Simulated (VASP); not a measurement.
# CdSe (F-43m) in VASP: a series of runs

CdSe is run at these levels: PBE+D4, PBEsol; tasks: single point.

Program: VASP 6.6.1. These are calculated values, not measurements. Logs are shortened: lines on timing, memory, paths and dates and some standing lists are left out, and cuts for length are marked.

**1. The cell of the first run**

Symmetry: F-43m, No. 216, cubic system. Conventional cell: a = 6.113 Å, b = 6.113 Å, c = 6.113 Å, α = 90.00°, β = 90.00°, γ = 90.00°. Within 3.5 Å of Cd (site symmetry -43m) lie 4 Se at 2.65 Å. Within 3.5 Å of Se (site symmetry -43m) lie 4 Cd at 2.65 Å.

**2. Single point, PBE+D4**

INCAR reads:

```
SYSTEM = CdSe
PREC     = Accurate       ! precision mode
ENCUT    = 520            ! plane-wave cutoff, eV
EDIFF    = 1E-7           ! SCF threshold, eV
ISMEAR   = -1             ! smearing method
SIGMA    = 0.05           ! smearing width, eV
LREAL    = .False.        ! projectors in reciprocal space
LASPH    = .True.         ! aspherical terms in the spheres
NELM     = 60             ! most SCF steps
ALGO     = Normal         ! electronic algorithm
ISIF     = 2              ! what is computed and relaxed
LWAVE    = .False.        ! write WAVECAR
LCHARG   = .False.        ! write CHGCAR
GGA      = PE             ! functional
IVDW     = 13             ! dispersion correction
NBANDS   = 16             ! bands
```

KPOINTS reads:

```
Automatic mesh
0
Gamma
  8 8 8
  0 0 0
```

POSCAR reads:

```
CdSe
1.0
    0.0000000000      3.0565185318      3.0565185318
    3.0565185318      0.0000000000      3.0565185318
    3.0565185318      3.0565185318      0.0000000000
Cd Se
1 1
Direct
    0.0000000000      0.0000000000      0.0000000000
    0.2500000000      0.2500000000      0.2500000000
```

Potentials or basis: VASP PAW PBE potentials, release 64 (Cd, Se).

The run is started by

```sh
$ cat potpaw_PBE.64/Cd/POTCAR potpaw_PBE.64/Se/POTCAR > POTCAR
$ mpirun -np 1 vasp_std > vasp.out
```

OUTCAR:

```text
SYSTEM = CdSe
   PREC = Accurate
   ENCUT = 520
   EDIFF = 1E-7
   ISMEAR = -1
   LREAL = .False.
   LASPH = .True.
   NELM = 60
   ISIF = 2
   GGA = PE
   IVDW = 13

 ion  position               nearest neighbor table
   1  0.000  0.000  0.000-   2 2.65   2 2.65   2 2.65   2 2.65
   2  0.250  0.250  0.250-   1 2.65   1 2.65   1 2.65   1 2.65

  LATTYP: Found a face centered cubic cell.
 ALAT       =     6.1130370636

  Lattice vectors:

 A1 = (   0.0000000000,   3.0565185318,   3.0565185318)
 A2 = (   3.0565185318,   0.0000000000,   3.0565185318)
 A3 = (   3.0565185318,   3.0565185318,   0.0000000000)

Analysis of symmetry for initial positions (statically):
=====================================================================
 Subroutine PRICEL returns:
 Original cell was already a primitive cell.

 Routine SETGRP: Setting up the symmetry group for a
 face centered cubic supercell.

 Subroutine GETGRP returns: Found 24 space group operations
 (whereof 24 operations were pure point group operations)
 out of a pool of 48 trial point group operations.

The static configuration has the point symmetry T_d .

Analysis of symmetry for dynamics (positions and initial velocities):
=====================================================================
 Subroutine PRICEL returns:
 Original cell was already a primitive cell.

 Routine SETGRP: Setting up the symmetry group for a
 face centered cubic supercell.

 Subroutine GETGRP returns: Found 24 space group operations
 (whereof 24 operations were pure point group operations)
 out of a pool of 48 trial point group operations.

The dynamic configuration has the point symmetry T_d .

 Subroutine INISYM returns: Found 24 space group operations
 (whereof 24 operations are pure point group operations),
 and found     1 'primitive' translations

----------------------------------------------------------------------------------------

                                     Primitive cell

  volume of cell :      57.1099

  direct lattice vectors                    reciprocal lattice vectors
     0.000000000  3.056518532  3.056518532    -0.163584809  0.163584809  0.163584809
     3.056518532  0.000000000  3.056518532     0.163584809 -0.163584809  0.163584809
     3.056518532  3.056518532  0.000000000     0.163584809  0.163584809 -0.163584809

  length of vectors
     4.322569961  4.322569961  4.322569961     0.283337200  0.283337200  0.283337200

  position of ions in fractional coordinates (direct lattice)
     0.000000000  0.000000000  0.000000000
     0.250000000  0.250000000  0.250000000

  ion indices of the primitive-cell ions
   primitive index   ion index
                 1           1
                 2           2

----------------------------------------------------------------------------------------

 KPOINTS: Automatic mesh

Automatic generation of k-mesh.
 Grid dimensions read from file:
 generate k-points for:    8    8    8

 Generating k-lattice:

  Cartesian coordinates                     Fractional coordinates (reciprocal lattice)
    -0.020448101  0.020448101  0.020448101     0.125000000  0.000000000  0.000000000
     0.020448101 -0.020448101  0.020448101     0.000000000  0.125000000  0.000000000
     0.020448101  0.020448101 -0.020448101     0.000000000  0.000000000  0.125000000

  Length of vectors
     0.035417150  0.035417150  0.035417150

  Shift w.r.t. Gamma in fractional coordinates (k-lattice)
     0.000000000  0.000000000  0.000000000

 Subroutine IBZKPT returns following result:
 ===========================================

 Found     29 irreducible k-points:

 Following reciprocal coordinates:
            Coordinates               Weight
  0.000000  0.000000  0.000000      1.000000
  0.125000  0.000000  0.000000      8.000000
  0.250000  0.000000  0.000000      8.000000
  0.375000  0.000000  0.000000      8.000000
  0.500000  0.000000  0.000000      4.000000
  0.125000  0.125000  0.000000      6.000000
[... 16 lines left out ...]
  0.500000  0.250000  0.125000     48.000000
 -0.375000  0.250000  0.125000     24.000000
 [... further k-points ...]
   k-points           NKPTS =     29   k-points in BZ     NKDIM =     29   number of bands    NBANDS=     16
   number of dos      NEDOS =    301   number of ions     NIONS =      2
   total plane-waves  NPLWV =  32768
   dimension x,y,z NGX =    32 NGY =   32 NGZ =   32
   dimension x,y,z NGXF=    64 NGYF=   64 NGZF=   64
   ions per type =               1   1
   NGX,Y,Z   is equivalent  to a cutoff of  12.31, 12.31, 12.31 a.u.
   NGXF,Y,Z  is equivalent  to a cutoff of  24.61, 24.61, 24.61 a.u.
 SYSTEM =  CdSe
   PREC   = accura    normal or accurate (medium, high low for compatibility)
   ISTART =      0    job   : 0-new  1-cont  2-samecut
   ICHARG =      2    charge: 1-file 2-atom 10-const
   ISPIN  =      1    spin polarized calculation?
   LNONCOLLINEAR =      F non collinear calculations
   LSORBIT =      F    spin-orbit coupling
   LASPH  =      T    aspherical Exc in radial PAW
   ENCUT  =  520.0 eV  38.22 Ry    6.18 a.u.   8.04  8.04  8.04*2*pi/ulx,y,z
   NELM   =     60;   NELMIN=  2; NELMDL= -5     # of ELM steps
   EDIFF  = 0.1E-06   stopping-criterion for ELM
   LREAL  =      F    real-space projection
   EDIFFG = 0.1E-05   stopping-criterion for IOM
   NSW    =      0    number of steps for IOM
   IBRION =     -1    ionic relax: 0-MD 1-quasi-New 2-CG
   NFREE  =      0    steps in history (QN), initial steepest desc. (CG)
   ISIF   =      2    stress and relaxation
   ISYM   =      2    0-nonsym 1-usesym 2-fastsym
   POTIM  = 0.5000    time-step for ionic-motion
   TEBEG  =    0.0;   TEEND  =   0.0 temperature during run
   PSTRESS=    0.0 pullay stress
   NELECT =      18.0000    total number of electrons
   NUPDOWN=      -1.0000    fix difference up-down
   EMIN   =  10.00;   EMAX   =-10.00  energy-range for DOS
   EFERMI =   0.00;   METHOD = LEGACY
   ISMEAR =    -1;   SIGMA  =   0.05  broadening in eV -4-tet -1-fermi 0-gaus
   EFERMI_NEDOS =   21; number of points for ismear=-14 and -15
   IALGO  =     38    algorithm
   IMIX   =      4    mixing-type and parameters
     AMIX     =   0.40;   BMIX     =  1.00
     AMIX_MAG =   1.60;   BMIX_MAG =  1.00
  volume/ion in A,a.u.               =      28.55       192.70
  Fermi-wavevector in a.u.,A,eV,Ry     =   1.114111  2.105365 16.888154  1.241244
  Thomas-Fermi vector in A             =   2.250703
   LORBIT       =      0    0 simple, 1 ext, 2 COOP (PROOUT), +10 PAW based schemes
   GGA     = PE    functional components
   LHFCALC =     F    Hartree Fock is set to
   AEXX    =    0.0000 exact exchange contribution
   IVDW    =    13    specifies the selected vdW correction
   LEPSILON=     F    determine dielectric tensor
   LRPA    =     F    only Hartree local field effects (RPA)
 non-spin polarized calculation
  energy-cutoff  :      520.00
  volume of cell :       57.11
 maximum number of plane-waves:      1572
   NGX = 17   NGY = 17   NGZ = 17

 number of electron      18.0000006 magnetization

 Free energy of the ion-electron system (eV)
  ---------------------------------------------------
  ext. energy  EPLUGINS =         0.00000000
  ---------------------------------------------------
  free energy    TOTEN  =        -5.48115443 eV

  energy without entropy =       -5.48113523  energy(sigma->0) =       -5.48114483

 E-fermi :   1.1514     XC(G=0):  -8.8168

 val. band max:        0.8231048071   @ k =   0.0000   0.0000   0.0000
 cond. band min:       1.4010029309   @ k =   0.0000   0.0000   0.0000
 fundamental gap:      0.5778981238
 Fermi energy:         1.1513802395

 k-point     1 :       0.0000    0.0000    0.0000
  band No.  band energies     occupation
      1     -11.6868      2.00000
      2      -7.0613      2.00000
      3      -7.0613      2.00000
      4      -7.0613      2.00000
      5      -6.7028      2.00000
      6      -6.7028      2.00000
[... 8 lines left out ...]
     15      11.8885      0.00000
     16      11.8885      0.00000

 k-point     2 :       0.1250    0.0000    0.0000
  band No.  band energies     occupation
      1     -11.6350      2.00000
      2      -7.0448      2.00000
      3      -7.0448      2.00000
      4      -7.0141      2.00000
      5      -6.7037      2.00000
      6      -6.7037      2.00000
[... 8 lines left out ...]
     15      11.1312      0.00000
     16      11.2698      0.00000

 k-point     3 :       0.2500    0.0000    0.0000
  band No.  band energies     occupation
      1     -11.5085      2.00000
      2      -7.0088      2.00000
      3      -7.0088      2.00000
      4      -6.8551      2.00000
      5      -6.7008      2.00000
      6      -6.7008      2.00000
[... 8 lines left out ...]
     15      10.8874      0.00000
     16      10.9351      0.00000

 k-point     4 :       0.3750    0.0000    0.0000
  band No.  band energies     occupation
      1     -11.3806      2.00000
      2      -6.9802      2.00000
      3      -6.9802      2.00000
      4      -6.6886      2.00000
      5      -6.6886      2.00000
      6      -6.5897      2.00000
[... 8 lines left out ...]
     15      11.7551      0.00000
     16      11.7551      0.00000
[... 324 lines left out ...]
 k-point    22 :       0.3750    0.2500    0.1250
  band No.  band energies     occupation
      1     -11.4149      2.00000
      2      -6.9689      2.00000
      3      -6.9502      2.00000
      4      -6.8056      2.00000
      5      -6.6939      2.00000
      6      -6.6574      2.00000
[... 8 lines left out ...]
     15      12.3195      0.00000
     16      13.4920      0.00000

 k-point    23 :       0.5000    0.2500    0.1250
  band No.  band energies     occupation
      1     -11.3134      2.00000
      2      -6.9413      2.00000
      3      -6.9245      2.00000
      4      -6.7456      2.00000
      5      -6.6816      2.00000
      6      -6.4718      2.00000
[... 8 lines left out ...]
     15      12.6605      0.00000
     16      13.4040      0.00000

 k-point    24 :      -0.3750    0.2500    0.1250
  band No.  band energies     occupation
      1     -11.2715      2.00000
      2      -6.9362      2.00000
      3      -6.9128      2.00000
      4      -6.7211      2.00000
      5      -6.6871      2.00000
      6      -6.3357      2.00000
[... 8 lines left out ...]
     15      12.4618      0.00000
     16      13.4090      0.00000

 [... further k-points ...]

------------------------ aborting loop because EDIFF is reached ----------------------------------------

  DFT-D4 for vdW energy calculation

  Edisp (eV):   -0.63601

  FORCE on cell =-STRESS in cart. coord.  units (eV):
  Direction    XX          YY          ZZ          XY          YZ          ZX
  --------------------------------------------------------------------------------------
  -------------------------------------------------------------------------------------
  Total       0.10528     0.10528     0.10528     0.00000     0.00000    -0.00000
  in kB       2.95344     2.95344     2.95344     0.00000     0.00000    -0.00000
  external pressure =        2.95 kB  Pullay stress =        0.00 kB

 VOLUME and BASIS-vectors are now :
 -----------------------------------------------------------------------------
  energy-cutoff  :      520.00
  volume of cell :       57.11
      direct lattice vectors                 reciprocal lattice vectors
     0.000000000  3.056518532  3.056518532    -0.163584809  0.163584809  0.163584809
     3.056518532  0.000000000  3.056518532     0.163584809 -0.163584809  0.163584809
     3.056518532  3.056518532  0.000000000     0.163584809  0.163584809 -0.163584809

 POSITION                                       TOTAL-FORCE (eV/Angst)
 -----------------------------------------------------------------------------------
      0.00000      0.00000      0.00000         0.000000      0.000000      0.000000
      1.52826      1.52826      1.52826        -0.000000     -0.000000     -0.000000
 -----------------------------------------------------------------------------------
    total drift:                               -0.000000     -0.000000     -0.000000

  FREE ENERGIE OF THE ION-ELECTRON SYSTEM (eV)
  ---------------------------------------------------
  free  energy   TOTEN  =        -6.1171597120 eV

  energy  without entropy=       -6.1171405081  energy(sigma->0) =       -6.11715011
```

It took 37 s on 1 thread of Intel Xeon 8259CL, shared host; peak memory 0.19 GiB.

What came out:

| Property | Result |
| --- | --- |
| Free energy | -6.1172 eV |
| Pressure | 0.3 GPa |
| Band gap on the k mesh | 0.58 eV |
| Dispersion energy per atom | -0.318 eV |

**3. Single point, PBEsol**

This run uses another cell than the first one, of 28.13 Å³/atom.

INCAR reads:

```
PREC = Accurate ; ENCUT = 520
EDIFF = 1E-6 ; ISMEAR = -1
SIGMA = 0.05 ; LREAL = F
LASPH = T ; NELM = 60
ALGO = Normal ; ISIF = 2
LWAVE = F ; LCHARG = T
GGA = PS ; LELF = T
LVHAR = T ; NBANDS = 16
```

KPOINTS reads:

```
Automatic mesh
0
Gamma
  8 8 8
```

POSCAR reads:

```
CdSe
1.0
    0.0000000000      3.0413240235      3.0413240235
    3.0413240235      0.0000000000      3.0413240235
    3.0413240235      3.0413240235      0.0000000000
Cd Se
1 1
Direct
    0.0000000000      0.0000000000      0.0000000000
    0.2500000000      0.2500000000      0.2500000000
```

Potentials or basis: VASP PAW PBE potentials, release 64 (Cd, Se).

The run is started by

```sh
$ cat potpaw_PBE.64/Cd/POTCAR potpaw_PBE.64/Se/POTCAR > POTCAR
$ mpirun -np 1 vasp_std > vasp.out
```

It took 33 s on 1 thread of Intel Xeon 8259CL, shared host; peak memory 0.19 GiB.

It converged, with:

- Free energy: -6.1771 eV
- Pressure: 0.3 GPa
- Band gap on the k mesh: 0.48 eV

Levels at points of the mesh, in eV from the valence-band top:
```
           k point  band 6  band 7  band 8  band 9  band 10  band 11  band 12  band 13
(0.00, 0.00, 0.00)   -7.53    0.00    0.00    0.00     0.48     5.85     5.85     5.85
(0.50, 0.00, 0.00)   -7.24   -4.45   -0.76   -0.76     2.29     6.36     6.36     7.28
(0.50, 0.50, 0.00)   -7.18   -4.13   -1.88   -1.88     3.00     3.67     8.98    10.13
```

Caveat: the PAW data sets were made with another functional, which shifts forces and pressure a little.
